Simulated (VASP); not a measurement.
# Rb2MgGaC6N6 (Fm-3m) in VASP: further runs

The runs below take Rb2MgGaC6N6 through single point, with PBE.

Program: VASP 6.6.1. These are calculated values, not measurements. Logs are shortened: lines on timing, memory, paths and dates and some standing lists are left out, and cuts for length are marked.

### 1 The cell of the first run

Symmetry: Fm-3m, No. 225, cubic system. Conventional cell: a = 10.282 Å, b = 10.282 Å, c = 10.282 Å, α = 90.00°, β = 90.00°, γ = 90.00°. Within 4.8 Å of Rb (site symmetry -43m) lie 12 N at 3.67 Å and 12 C at 3.70 Å and 4 Mg at 4.45 Å and 4 Ga at 4.45 Å. Mg (site symmetry m-3m) has 6 N at 2.08 Å within 2.7 Å. Within 2.5 Å of Ga (site symmetry m-3m) lie 6 C at 1.90 Å. Within 1.6 Å of C (site symmetry 4mm) lie 1 N at 1.17 Å. N (site symmetry 4mm) has 1 C at 1.17 Å within 1.6 Å.

### 2 Single point, PBE

The input, INCAR:

```
PREC = Accurate
ENCUT = 520
EDIFF = 1E-6
ISMEAR = 0
SIGMA = 0.1
LREAL = Auto
LASPH = True
NELM = 80
ALGO = Normal
ISIF = 2
LWAVE = False
LCHARG = False
GGA = PE
NBANDS = 58
```

The input, KPOINTS:

```
regular mesh
0
Gamma
  4 4 4
```

The input, POSCAR:

```
Rb2MgGaC6N6
1.0
    0.0000000000      5.1410000000      5.1410000000
    5.1410000000      0.0000000000      5.1410000000
    5.1410000000      5.1410000000      0.0000000000
Rb Mg Ga C N
2 1 1 6 6
Direct
    0.2500000000      0.2500000000      0.2500000000
    0.7500000000      0.7500000000      0.7500000000
    0.5000000000      0.5000000000      0.5000000000
    0.0000000000      0.0000000000      0.0000000000
    0.8156000800      0.1843999200      0.1843999200
    0.1843999200      0.8156000800      0.1843999200
    0.1843999200      0.1843999200      0.8156000800
    0.1843999200      0.8156000800      0.8156000800
    0.8156000800      0.1843999200      0.8156000800
    0.8156000800      0.8156000800      0.1843999200
    0.7018089900      0.2981910100      0.2981910100
    0.2981910100      0.7018089900      0.2981910100
    0.2981910100      0.2981910100      0.7018089900
    0.2981910100      0.7018089900      0.7018089900
    0.7018089900      0.2981910100      0.7018089900
    0.7018089900      0.7018089900      0.2981910100
```

Potentials or basis: VASP PAW PBE potentials, release 64 (Rb_sv, Mg, Ga_d, C, N).

Run with:

```bash
> cat potpaw_PBE.64/Rb_sv/POTCAR potpaw_PBE.64/Mg/POTCAR potpaw_PBE.64/Ga_d/POTCAR potpaw_PBE.64/C/POTCAR potpaw_PBE.64/N/POTCAR > POTCAR
> mpirun -np 1 vasp_std > vasp.out
```

OUTCAR:

```text
PREC = Accurate
   ENCUT = 520
   EDIFF = 1E-6
   ISMEAR = 0
   LREAL = Auto
   LASPH = True
   NELM = 80
   ISIF = 2
   GGA = PE

 ion  position               nearest neighbor table
   1  0.250  0.250  0.250-  11 3.67  12 3.67  13 3.67  13 3.67  12 3.67  16 3.67  11 3.67  16 3.67
                            15 3.67  14 3.67  15 3.67  14 3.67   5 3.70   9 3.70  10 3.70   6 3.70
   2  0.750  0.750  0.750-  13 3.67  14 3.67  13 3.67  15 3.67  16 3.67  14 3.67  15 3.67  16 3.67
                            12 3.67  11 3.67  11 3.67  12 3.67   8 3.70   9 3.70  10 3.70   5 3.70
   3  0.500  0.500  0.500-  11 2.08  12 2.08  13 2.08  14 2.08  15 2.08  16 2.08   1 4.45   1 4.45
                             1 4.45   2 4.45   1 4.45   2 4.45   2 4.45   2 4.45
   4  0.000  0.000  0.000-   5 1.90   6 1.90   7 1.90   8 1.90   9 1.90  10 1.90
   5  0.816  0.184  0.184-  11 1.17   4 1.90   1 3.70   2 3.70   2 3.70   1 3.70
   6  0.184  0.816  0.184-  12 1.17   4 1.90   1 3.70   2 3.70   2 3.70   1 3.70
   7  0.184  0.184  0.816-  13 1.17   4 1.90   1 3.70   2 3.70   2 3.70   1 3.70
   8  0.184  0.816  0.816-  14 1.17   4 1.90   2 3.70   2 3.70   1 3.70   1 3.70
   9  0.816  0.184  0.816-  15 1.17   4 1.90   2 3.70   2 3.70   1 3.70   1 3.70
  10  0.816  0.816  0.184-  16 1.17   4 1.90   2 3.70   2 3.70   1 3.70   1 3.70
  11  0.702  0.298  0.298-   5 1.17   3 2.08   1 3.67   1 3.67   2 3.67   2 3.67
  12  0.298  0.702  0.298-   6 1.17   3 2.08   1 3.67   1 3.67   2 3.67   2 3.67
  13  0.298  0.298  0.702-   7 1.17   3 2.08   1 3.67   1 3.67   2 3.67   2 3.67
  14  0.298  0.702  0.702-   8 1.17   3 2.08   2 3.67   2 3.67   1 3.67   1 3.67
  15  0.702  0.298  0.702-   9 1.17   3 2.08   2 3.67   2 3.67   1 3.67   1 3.67
  16  0.702  0.702  0.298-  10 1.17   3 2.08   2 3.67   1 3.67   1 3.67   2 3.67

  LATTYP: Found a face centered cubic cell.
 ALAT       =    10.2820000000

  Lattice vectors:

 A1 = (   0.0000000000,   5.1410000000,   5.1410000000)
 A2 = (   5.1410000000,   0.0000000000,   5.1410000000)
 A3 = (   5.1410000000,   5.1410000000,   0.0000000000)

Analysis of symmetry for initial positions (statically):
=====================================================================
 Subroutine PRICEL returns:
 Original cell was already a primitive cell.

 Routine SETGRP: Setting up the symmetry group for a
 face centered cubic supercell.

 Subroutine GETGRP returns: Found 48 space group operations
 (whereof 48 operations were pure point group operations)
 out of a pool of 48 trial point group operations.

The static configuration has the point symmetry O_h .

Analysis of symmetry for dynamics (positions and initial velocities):
=====================================================================
 Subroutine PRICEL returns:
 Original cell was already a primitive cell.

[... 129 lines left out ...]
   NELECT =      87.0000    total number of electrons
   NUPDOWN=      -1.0000    fix difference up-down
   EMIN   =  10.00;   EMAX   =-10.00  energy-range for DOS
   EFERMI =   0.00;   METHOD = LEGACY
   ISMEAR =     0;   SIGMA  =   0.10  broadening in eV -4-tet -1-fermi 0-gaus
   EFERMI_NEDOS =   21; number of points for ismear=-14 and -15
   IALGO  =     38    algorithm
   IMIX   =      4    mixing-type and parameters
     AMIX     =   0.40;   BMIX     =  1.00
     AMIX_MAG =   1.60;   BMIX_MAG =  1.00
  volume/ion in A,a.u.               =      16.98       114.62
  Fermi-wavevector in a.u.,A,eV,Ry     =   1.119929  2.116358 17.064970  1.254240
  Thomas-Fermi vector in A             =   2.256571
   LORBIT       =      0    0 simple, 1 ext, 2 COOP (PROOUT), +10 PAW based schemes
   GGA     = PE    functional components
   LHFCALC =     F    Hartree Fock is set to
   AEXX    =    0.0000 exact exchange contribution
   IVDW    =     0    specifies the selected vdW correction
   LEPSILON=     F    determine dielectric tensor
   LRPA    =     F    only Hartree local field effects (RPA)
 non-spin polarized calculation
 Gauss-broadening in eV      SIGMA  =   0.10
  energy-cutoff  :      520.00
  volume of cell :      271.75
 maximum number of plane-waves:      7391
   NGX = 27   NGY = 27   NGZ = 27

 number of electron      86.9999979 magnetization

 Free energy of the ion-electron system (eV)
  ---------------------------------------------------
  ext. energy  EPLUGINS =         0.00000000
  ---------------------------------------------------
  free energy    TOTEN  =      -108.87526230 eV

  energy without entropy =     -108.83805589  energy(sigma->0) =     -108.85665910

 E-fermi :   3.6080     XC(G=0):  -8.2800

 val. band max:        3.5504695329   @ k =   0.2500   0.0000   0.0000
 cond. band min:       3.6204755465   @ k =   0.2500   0.0000   0.0000
 fundamental gap:      0.0700060137
 Fermi energy:         3.6079556829

 k-point     1 :       0.0000    0.0000    0.0000
  band No.  band energies     occupation
      1     -25.8692      2.00000
      2     -25.8659      2.00000
      3     -16.9161      2.00000
      4     -16.6363      2.00000
      5     -16.6363      2.00000
      6     -16.6363      2.00000
[... 453 lines left out ...]
     54       6.1262      0.00000
     55       6.2373      0.00000
 [bands above 55 left out]

------------------------ aborting loop because EDIFF is reached ----------------------------------------

  FORCE on cell =-STRESS in cart. coord.  units (eV):
  Direction    XX          YY          ZZ          XY          YZ          ZX
  --------------------------------------------------------------------------------------
  -------------------------------------------------------------------------------------
  Total       21.0081953     21.0081953     21.0081953      0.0000000      0.0000000     -0.0000000
  in kB      123.8587013    123.8587013    123.8587013      0.0000000      0.0000000     -0.0000000
  external PRESSURE =     123.8587013 kB  Pullay stress =       0.0000000 kB

 VOLUME and BASIS-vectors are now :
 -----------------------------------------------------------------------------
  energy-cutoff  :      520.00
  volume of cell :      271.75
      direct lattice vectors                 reciprocal lattice vectors
     0.000000000  5.141000000  5.141000000    -0.097257343  0.097257343  0.097257343
     5.141000000  0.000000000  5.141000000     0.097257343 -0.097257343  0.097257343
     5.141000000  5.141000000  0.000000000     0.097257343  0.097257343 -0.097257343

 POSITION                                       TOTAL-FORCE (eV/Angst)
 -----------------------------------------------------------------------------------
      2.57050      2.57050      2.57050        -0.000000      0.000000      0.000000
      7.71150      7.71150      7.71150        -0.000000     -0.000000      0.000000
      5.14100      5.14100      5.14100        -0.000000      0.000000      0.000000
      0.00000      0.00000      0.00000        -0.000000      0.000000      0.000000
      1.89600      5.14100      5.14100         2.298618      0.000000      0.000000
      5.14100      1.89600      5.14100        -0.000000      2.298618      0.000000
[... 8 lines left out ...]
      5.14100      7.21600      5.14100        -0.000000     -1.016862      0.000000
      5.14100      5.14100      7.21600        -0.000000      0.000000     -1.016862
 -----------------------------------------------------------------------------------
    total drift:                               -0.000000     -0.000000      0.000000

  FREE ENERGIE OF THE ION-ELECTRON SYSTEM (eV)
  ---------------------------------------------------
  free  energy   TOTEN  =      -108.8752623021 eV

  energy  without entropy=     -108.8380558894  energy(sigma->0) =     -108.85665910
```

Wall time 3.5 min (1 thread of Intel Xeon Platinum 8488C (Sapphire Rapids), shared host); peak memory 0.43 GiB.

What came out:

```yaml
Free_energy: -108.8753 eV
Pressure: 12.4 GPa
Largest_force: 2.299 eV/Å
Band_gap_on_the_k_mesh: zero (an odd number of electrons rules out a gap without spin polarisation)
```

Forces in eV/Å, atoms in the order of the input:
```
Rb   0.000  0.000  0.000
Rb   0.000  0.000  0.000
Mg   0.000  0.000  0.000
Ga   0.000  0.000  0.000
C    2.299  0.000  0.000
C    0.000  2.299  0.000
C    0.000  0.000  2.299
C   -2.299  0.000  0.000
C    0.000 -2.299  0.000
C    0.000  0.000 -2.299
N    1.017  0.000  0.000
N    0.000  1.017  0.000
N    0.000  0.000  1.017
N   -1.017  0.000  0.000
N    0.000 -1.017  0.000
N    0.000  0.000 -1.017
```

Levels at points of the mesh, in eV from the Fermi level:
| k point | band 39 | band 40 | band 41 | band 42 | band 43 | band 44 | band 45 | band 46 | band 47 | band 48 |
| --- | --- | --- | --- | --- | --- | --- | --- | --- | --- | --- |
| (0.00, 0.00, 0.00) | -5.62 | -5.62 | -5.62 | -3.85 | -3.85 | -0.29 | -0.29 | -0.29 | 0.35 | 1.59 |
| (0.50, 0.00, 0.00) | -5.92 | -5.57 | -5.57 | -3.95 | -3.95 | 0.25 | 0.46 | 0.46 | 1.25 | 1.41 |
| (0.50, 0.50, 0.00) | -5.77 | -5.63 | -5.56 | -4.14 | -3.81 | -0.19 | 0.94 | 0.94 | 1.64 | 2.01 |

Caveat: the cell stands under pressure; an odd number of electrons without spin polarisation forces a metal; a magnetic or distorted state may lie lower.

(Part 1 of 2 ends here.)

The gap in the log of VASP goes by the Fermi energy; the results here count the filled bands.